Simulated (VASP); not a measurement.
Pt, 1 atom in the cell. Symmetry: I4/mmm, No. 139, tetragonal system. Conventional cell: a = 2.768 Å, b = 2.768 Å, c = 4.152 Å, α = 90.00°, β = 90.00°, γ = 90.00°. Pt (site symmetry 4/mmm) has 12 Pt at 2.77 to 2.85 Å within 3.6 Å.  This cell differs from its parent crystal: ratio of the length along z to the lengths across it x 1.5, volume and fractional coordinates fixed.

| Item | Value |
| --- | --- |
| Program | VASP 6.6.1 |
| Task | single point |
| Functional | r2SCAN |
| Potentials or basis | VASP PAW PBE potentials, release 64 (Pt) |
| Cutoff | 520 eV |
| k mesh | 24 × 24 × 24 |
| Occupations | gaussian, width 0.15 eV |
| Spin | no spin polarisation |
| Dipole correction | no |
| Further INCAR settings | ALGO = Normal; EDIFF = 1e-06; NBANDS = 11 |

Potentials or basis: VASP PAW PBE potentials, release 64 (Pt).

Run with:

```bash
$ cat potpaw_PBE.64/Pt/POTCAR > POTCAR
$ cp INCAR.step1 INCAR
$ mpirun -np 1 vasp_std > vasp.out
$ cp INCAR.step2 INCAR
$ mpirun -np 1 vasp_std > vasp.out
```

Hardware: 1 thread of AMD EPYC 9R45 96-Core Processor (Zen 5), with other jobs on the host.

Task: How long does it take, and how much memory?

Result: Run time: 6.8 min on 1 thread of AMD EPYC 9R45 96-Core Processor (Zen 5), with other jobs on the host, peak memory 0.27 GiB. Counts: k points 1063.
